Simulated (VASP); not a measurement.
# Lu (Im-3m) in VASP: a series of runs

Runs on Lu. Level: PBE. Tasks: single point.

Everything below comes from runs of VASP 6.6.1. Logs are shortened: lines on timing, memory, paths and dates and some standing lists are left out, and cuts for length are marked.

**1. The cell of the first run**

It takes space group Im-3m (No. 229, cubic). The conventional cell has a = 3.196 Å, b = 3.196 Å, c = 3.196 Å, α = 90.00°, β = 90.00°, γ = 90.00°. Within 3.6 Å of Lu (site symmetry m-3m) lie 14 Lu at 2.77 to 3.20 Å.

This isn't the form of Lu at room conditions, which is hcp.

**2. Single point, PBE (16.32 Å³/atom)**

INCAR

```
SYSTEM = Lu
PREC = Accurate ; ENCUT = 520
EDIFF = 1E-6 ; ISMEAR = -1
SIGMA = 0.1 ; LREAL = .FALSE.
LASPH = .TRUE. ; NELM = 100
ALGO = Normal ; ISIF = 2
LWAVE = .FALSE. ; LCHARG = .TRUE.
GGA = PE ; LELF = .TRUE.
LVHAR = .TRUE. ; NBANDS = 18
```

KPOINTS

```
Automatic mesh
0
G
  14 14 14
  0 0 0
```

POSCAR

```
Lu
1.0
   -1.5979088713      1.5979088713      1.5979088713
    1.5979088713     -1.5979088713      1.5979088713
    1.5979088713      1.5979088713     -1.5979088713
Lu
1
Direct
    0.0000000000      0.0000000000      0.0000000000
```

Potentials or basis: VASP PAW PBE potentials, release 64 (Lu).

Command:

```bash
$ cat potpaw_PBE.64/Lu/POTCAR > POTCAR
$ mpirun -np 1 vasp_std > vasp.out
```

OUTCAR:

```text
SYSTEM = Lu
   PREC = Accurate
   ENCUT = 520
   EDIFF = 1E-6
   ISMEAR = -1
   LREAL = .FALSE.
   LASPH = .TRUE.
   NELM = 100
   ISIF = 2
   GGA = PE

 ion  position               nearest neighbor table
   1  0.000  0.000  0.000-

  LATTYP: Found a body centered cubic cell.
 ALAT       =     3.1958177426

  Lattice vectors:

 A1 = (  -1.5979088713,   1.5979088713,   1.5979088713)
 A2 = (   1.5979088713,  -1.5979088713,   1.5979088713)
 A3 = (   1.5979088713,   1.5979088713,  -1.5979088713)

Analysis of symmetry for initial positions (statically):
=====================================================================
 Subroutine PRICEL returns:
 Original cell was already a primitive cell.

 Routine SETGRP: Setting up the symmetry group for a
 body centered cubic supercell.

 Subroutine GETGRP returns: Found 48 space group operations
 (whereof 48 operations were pure point group operations)
 out of a pool of 48 trial point group operations.

The static configuration has the point symmetry O_h .

Analysis of symmetry for dynamics (positions and initial velocities):
=====================================================================
 Subroutine PRICEL returns:
 Original cell was already a primitive cell.

 Routine SETGRP: Setting up the symmetry group for a
 body centered cubic supercell.

 Subroutine GETGRP returns: Found 48 space group operations
 (whereof 48 operations were pure point group operations)
 out of a pool of 48 trial point group operations.

The dynamic configuration has the point symmetry O_h .

 Subroutine INISYM returns: Found 48 space group operations
 (whereof 48 operations are pure point group operations),
 and found     1 'primitive' translations

----------------------------------------------------------------------------------------

                                     Primitive cell

  volume of cell :      16.3198

  direct lattice vectors                    reciprocal lattice vectors
    -1.597908871  1.597908871  1.597908871     0.000000000  0.312908958  0.312908958
     1.597908871 -1.597908871  1.597908871     0.312908958  0.000000000  0.312908958
     1.597908871  1.597908871 -1.597908871     0.312908958  0.312908958  0.000000000

  length of vectors
     2.767659351  2.767659351  2.767659351     0.442520092  0.442520092  0.442520092

  position of ions in fractional coordinates (direct lattice)
     0.000000000  0.000000000  0.000000000

  ion indices of the primitive-cell ions
   primitive index   ion index
                 1           1

----------------------------------------------------------------------------------------

 KPOINTS: Automatic mesh

Automatic generation of k-mesh.
 Grid dimensions read from file:
 generate k-points for:   14   14   14

 Generating k-lattice:

  Cartesian coordinates                     Fractional coordinates (reciprocal lattice)
     0.000000000  0.022350640  0.022350640     0.071428571  0.000000000  0.000000000
     0.022350640  0.000000000  0.022350640     0.000000000  0.071428571  0.000000000
     0.022350640  0.022350640  0.000000000     0.000000000  0.000000000  0.071428571

  Length of vectors
     0.031608578  0.031608578  0.031608578

  Shift w.r.t. Gamma in fractional coordinates (k-lattice)
     0.000000000  0.000000000  0.000000000

 Subroutine IBZKPT returns following result:
 ===========================================

 Found    104 irreducible k-points:

 Following reciprocal coordinates:
            Coordinates               Weight
  0.000000  0.000000  0.000000      1.000000
  0.071429  0.000000  0.000000     12.000000
  0.142857  0.000000  0.000000     12.000000
  0.214286  0.000000  0.000000     12.000000
  0.285714  0.000000  0.000000     12.000000
  0.357143  0.000000  0.000000     12.000000
[... 16 lines left out ...]
  0.285714  0.285714  0.000000     24.000000
  0.357143  0.285714  0.000000     24.000000
 [... further k-points ...]
   k-points           NKPTS =    104   k-points in BZ     NKDIM =    104   number of bands    NBANDS=     18
   number of dos      NEDOS =    301   number of ions     NIONS =      1
   total plane-waves  NPLWV =  13824
   dimension x,y,z NGX =    24 NGY =   24 NGZ =   24
   dimension x,y,z NGXF=    48 NGYF=   48 NGZF=   48
   ions per type =               1
   NGX,Y,Z   is equivalent  to a cutoff of  14.42, 14.42, 14.42 a.u.
   NGXF,Y,Z  is equivalent  to a cutoff of  28.83, 28.83, 28.83 a.u.
 SYSTEM =  Lu
   PREC   = accura    normal or accurate (medium, high low for compatibility)
   ISTART =      0    job   : 0-new  1-cont  2-samecut
   ICHARG =      2    charge: 1-file 2-atom 10-const
   ISPIN  =      1    spin polarized calculation?
   LNONCOLLINEAR =      F non collinear calculations
   LSORBIT =      F    spin-orbit coupling
   LASPH  =      T    aspherical Exc in radial PAW
   ENCUT  =  520.0 eV  38.22 Ry    6.18 a.u.   5.15  5.15  5.15*2*pi/ulx,y,z
   NELM   =    100;   NELMIN=  2; NELMDL= -5     # of ELM steps
   EDIFF  = 0.1E-05   stopping-criterion for ELM
   LREAL  =      F    real-space projection
   EDIFFG = 0.1E-04   stopping-criterion for IOM
   NSW    =      0    number of steps for IOM
   IBRION =     -1    ionic relax: 0-MD 1-quasi-New 2-CG
   NFREE  =      0    steps in history (QN), initial steepest desc. (CG)
   ISIF   =      2    stress and relaxation
   ISYM   =      2    0-nonsym 1-usesym 2-fastsym
   POTIM  = 0.5000    time-step for ionic-motion
   TEBEG  =    0.0;   TEEND  =   0.0 temperature during run
   PSTRESS=    0.0 pullay stress
   NELECT =      25.0000    total number of electrons
   NUPDOWN=      -1.0000    fix difference up-down
   EMIN   =  10.00;   EMAX   =-10.00  energy-range for DOS
   EFERMI =   0.00;   METHOD = LEGACY
   ISMEAR =    -1;   SIGMA  =   0.10  broadening in eV -4-tet -1-fermi 0-gaus
   EFERMI_NEDOS =   21; number of points for ismear=-14 and -15
   IALGO  =     38    algorithm
   IMIX   =      4    mixing-type and parameters
     AMIX     =   0.40;   BMIX     =  1.00
     AMIX_MAG =   1.60;   BMIX_MAG =  1.00
  volume/ion in A,a.u.               =      16.32       110.13
  Fermi-wavevector in a.u.,A,eV,Ry     =   1.887192  3.566276 48.457080  3.561495
  Thomas-Fermi vector in A             =   2.929287
   LORBIT       =      0    0 simple, 1 ext, 2 COOP (PROOUT), +10 PAW based schemes
   GGA     = PE    functional components
   LHFCALC =     F    Hartree Fock is set to
   AEXX    =    0.0000 exact exchange contribution
   IVDW    =     0    specifies the selected vdW correction
   LEPSILON=     F    determine dielectric tensor
   LRPA    =     F    only Hartree local field effects (RPA)
 non-spin polarized calculation
  energy-cutoff  :      520.00
  volume of cell :       16.32
 maximum number of plane-waves:       466
 NGX is ok and might be reduce to    24
   NGX = 11   NGY = 11   NGZ = 11

 number of electron      24.9999993 magnetization

 Free energy of the ion-electron system (eV)
  ---------------------------------------------------
  ext. energy  EPLUGINS =         0.00000000
  ---------------------------------------------------
  free energy    TOTEN  =        -2.57269700 eV

  energy without entropy =       -2.52100930  energy(sigma->0) =       -2.54685315

 E-fermi :   4.8897     XC(G=0): -13.8708

 val. band max:        4.8745187804   @ k =  -0.4286   0.4286   0.0714
 cond. band min:       4.8910960861   @ k =   0.2143   0.2143   0.0000
 fundamental gap:      0.0165773057
 Fermi energy:         4.8897010033

 k-point     1 :       0.0000    0.0000    0.0000
  band No.  band energies     occupation
      1     -50.8215      2.00000
      2     -20.1668      2.00000
      3     -20.1668      2.00000
      4     -20.1668      2.00000
      5      -2.1681      2.00000
      6       0.0972      2.00000
[... 10 lines left out ...]
     17      11.4513      0.00000
     18      20.2765      0.00000

 k-point     2 :       0.0714    0.0000    0.0000
  band No.  band energies     occupation
      1     -50.8037      2.00000
      2     -20.3333      2.00000
      3     -20.2116      2.00000
      4     -20.1694      2.00000
      5      -1.8552      2.00000
      6       0.1016      2.00000
[... 10 lines left out ...]
     17      11.4412      0.00000
     18      20.5937      0.00000

 k-point     3 :       0.1429    0.0000    0.0000
  band No.  band energies     occupation
      1     -50.7534      2.00000
      2     -20.7785      2.00000
      3     -20.3351      2.00000
      4     -20.1766      2.00000
      5      -1.0119      2.00000
      6       0.1140      2.00000
[... 10 lines left out ...]
     17      11.4541      0.00000
     18      21.3911      0.00000

 k-point     4 :       0.2143    0.0000    0.0000
  band No.  band energies     occupation
      1     -50.6800      2.00000
      2     -21.3755      2.00000
      3     -20.5090      2.00000
      4     -20.1874      2.00000
      5      -0.0093      2.00000
      6       0.1276      2.00000
[... 10 lines left out ...]
     17      11.5776      0.00000
     18      21.9852      0.00000

 k-point     5 :       0.2857    0.0000    0.0000
  band No.  band energies     occupation
      1     -50.5975      2.00000
      2     -21.9867      2.00000
      3     -20.6959      2.00000
      4     -20.1996      2.00000
      5       0.1359      2.00000
      6       0.1568      2.00000
[... 10 lines left out ...]
     17      12.1857      0.00000
     18      21.1887      0.00000

 k-point     6 :       0.3571    0.0000    0.0000
  band No.  band energies     occupation
      1     -50.5222      2.00000
      2     -22.5002      2.00000
      3     -20.8592      2.00000
      4     -20.2109      2.00000
      5       0.1363      2.00000
      6       0.2191      2.00000
[... 10 lines left out ...]
     17      14.3580      0.00000
     18      19.5767      0.00000

 k-point     7 :       0.4286    0.0000    0.0000
  band No.  band energies     occupation
      1     -50.4695      2.00000
      2     -22.8384      2.00000
      3     -20.9696      2.00000
      4     -20.2189      2.00000
      5       0.1327      2.00000
      6       0.2247      2.00000
[... 10 lines left out ...]
     17      16.5021      0.00000
     18      18.1619      0.00000

 k-point     8 :       0.5000    0.0000    0.0000
  band No.  band energies     occupation
      1     -50.4506      2.00000
      2     -22.9561      2.00000
      3     -21.0085      2.00000
      4     -20.2217      2.00000
      5       0.1308      2.00000
      6       0.2186      2.00000
[... 10 lines left out ...]
     17      17.5618      0.00000
     18      17.6033      0.00000
[... 229 lines left out ...]
     17      18.3351      0.00000
     18      19.3987      0.00000

 k-point    20 :       0.2143    0.2143    0.0000
  band No.  band energies     occupation
      1     -50.5026      2.00000
      2     -22.3393      2.00000
      3     -21.0657      2.00000
      4     -20.4286      2.00000
      5       0.1713      2.00000
      6       0.2023      2.00000
[... 10 lines left out ...]
     17      15.2657      0.00000
     18      20.9334      0.00000

 k-point    21 :       0.2857    0.2143    0.0000
  band No.  band energies     occupation
      1     -50.4510      2.00000
      2     -22.5105      2.00000
      3     -21.3450      2.00000
      4     -20.4684      2.00000
      5       0.1836      2.00000
      6       0.1975      2.00000
[... 10 lines left out ...]
     17      17.2417      0.00000
     18      20.4335      0.00000

 k-point    22 :       0.3571    0.2143   -0.0000
  band No.  band energies     occupation
      1     -50.4222      2.00000
      2     -22.5853      2.00000
      3     -21.5215      2.00000
      4     -20.4862      2.00000
      5       0.1834      2.00000
      6       0.1983      2.00000
[... 10 lines left out ...]
     17      18.6834      0.00000
     18      19.4619      0.00000

 k-point    23 :       0.2857    0.2857    0.0000
  band No.  band energies     occupation
      1     -50.4180      2.00000
      2     -22.4365      2.00000
      3     -21.7062      2.00000
      4     -20.5138      2.00000
      5       0.1901      2.00000
      6       0.2087      2.00000
[... 10 lines left out ...]
     17      18.4259      0.00000
     18      19.6852      0.00000

 k-point    24 :       0.3571    0.2857    0.0000
  band No.  band energies     occupation
      1     -50.4062      2.00000
      2     -22.3356      2.00000
      3     -21.9127      2.00000
      4     -20.5275      2.00000
      5       0.1895      2.00000
      6       0.2156      2.00000
[... 10 lines left out ...]
     17      17.7119      0.00000
     18      20.6959      0.00000

 [... further k-points ...]

------------------------ aborting loop because EDIFF is reached ----------------------------------------

  FORCE on cell =-STRESS in cart. coord.  units (eV):
  Direction    XX          YY          ZZ          XY          YZ          ZX
  --------------------------------------------------------------------------------------
  -------------------------------------------------------------------------------------
  Total        6.9251957      6.9251957      6.9251957      0.0000000     -0.0000000      0.0000000
  in kB      679.8711632    679.8711632    679.8711632      0.0000000     -0.0000000      0.0000000
  external PRESSURE =     679.8711632 kB  Pullay stress =       0.0000000 kB

 VOLUME and BASIS-vectors are now :
 -----------------------------------------------------------------------------
  energy-cutoff  :      520.00
  volume of cell :       16.32
      direct lattice vectors                 reciprocal lattice vectors
    -1.597908871  1.597908871  1.597908871     0.000000000  0.312908958  0.312908958
     1.597908871 -1.597908871  1.597908871     0.312908958  0.000000000  0.312908958
     1.597908871  1.597908871 -1.597908871     0.312908958  0.312908958  0.000000000

 POSITION                                       TOTAL-FORCE (eV/Angst)
 -----------------------------------------------------------------------------------
      0.00000      0.00000      0.00000        -0.000000     -0.000000      0.000000
 -----------------------------------------------------------------------------------
    total drift:                                0.000000      0.000000      0.000000

  FREE ENERGIE OF THE ION-ELECTRON SYSTEM (eV)
  ---------------------------------------------------
  free  energy   TOTEN  =        -2.5726970048 eV

  energy  without entropy=       -2.5210092961  energy(sigma->0) =       -2.54685315
```

It took 48 s on 1 thread of AMD EPYC 7R43 (Zen 3), shared host; peak memory 0.14 GiB.

What came out:

| Property | Result |
| --- | --- |
| Free energy | -2.5727 eV |
| Pressure | 68.0 GPa |
| Band gap on the k mesh | zero (an odd number of electrons rules out a gap without spin polarisation) |

Levels at points of the mesh, in eV from the Fermi level:
| k point | band 9 | band 10 | band 11 | band 12 | band 13 | band 14 | band 15 | band 16 | band 17 | band 18 |
| --- | --- | --- | --- | --- | --- | --- | --- | --- | --- | --- |
| (0.00, 0.00, 0.00) | -4.42 | -4.42 | -4.42 | -4.32 | 2.74 | 2.74 | 2.74 | 6.56 | 6.56 | 15.39 |
| (0.50, 0.00, 0.00) | -4.44 | -4.44 | -4.38 | -3.90 | -0.47 | 4.16 | 6.88 | 8.35 | 12.67 | 12.71 |
| (0.50, 0.50, 0.50) | -4.39 | -4.39 | -4.39 | -3.85 | -3.85 | 11.14 | 11.14 | 11.14 | 11.61 | 11.61 |

Caveat: the cell stands under pressure; spin-orbit coupling is left out, which moves the levels of the heavy elements.

**3. Single point, PBE (19.29 Å³/atom)**

This run uses another cell than the first one, of 19.29 Å³/atom.

INCAR

```
PREC     = Accurate       # precision mode
ENCUT    = 520            # plane-wave cutoff, eV
EDIFF    = 1E-6           # SCF threshold, eV
ISMEAR   = -1             # smearing method
SIGMA    = 0.1            # smearing width, eV
LREAL    = False          # projectors in reciprocal space
LASPH    = True           # aspherical terms in the spheres
NELM     = 80             # most SCF steps
ALGO     = Normal         # electronic algorithm
ISIF     = 2              # what is computed and relaxed
LWAVE    = False          # write WAVECAR
LCHARG   = False          # write CHGCAR
GGA      = PE             # functional
NBANDS   = 18             # bands
```

KPOINTS

```
regular mesh
0
Gamma
  14 14 14
```

POSCAR

```
Lu
1.0
   -1.6894119569      1.6894119569      1.6894119569
    1.6894119569     -1.6894119569      1.6894119569
    1.6894119569      1.6894119569     -1.6894119569
Lu
1
Direct
    0.0000000000      0.0000000000      0.0000000000
```

Potentials or basis: VASP PAW PBE potentials, release 64 (Lu).

Command:

```bash
$ cat potpaw_PBE.64/Lu/POTCAR > POTCAR
$ mpirun -np 1 vasp_std > vasp.out
```

Run time: 48 s. Hardware: 1 thread of AMD EPYC 7R43 (Zen 3), shared host; peak memory 0.14 GiB.

The run converged. Its results:

```
Free energy            : -3.5210 eV
Pressure               : 37.2 GPa
Band gap on the k mesh : zero (an odd number of electrons rules out a gap without spin polarisation)
```

Levels at points of the mesh, in eV from the Fermi level:
| k point | band 9 | band 10 | band 11 | band 12 | band 13 | band 14 | band 15 | band 16 | band 17 | band 18 |
| --- | --- | --- | --- | --- | --- | --- | --- | --- | --- | --- |
| (0.00, 0.00, 0.00) | -4.51 | -4.51 | -4.51 | -4.44 | 2.57 | 2.57 | 2.57 | 5.86 | 5.86 | 14.15 |
| (0.50, 0.00, 0.00) | -4.53 | -4.52 | -4.48 | -3.47 | -0.15 | 2.58 | 5.95 | 7.28 | 10.80 | 11.43 |
| (0.50, 0.50, 0.50) | -4.49 | -4.49 | -4.49 | -3.04 | -3.04 | 9.43 | 9.43 | 9.43 | 9.56 | 9.56 |

Caveat: the cell stands under pressure; spin-orbit coupling is left out, which moves the levels of the heavy elements.

The gap in the log of VASP goes by the Fermi energy; the results here count the filled bands.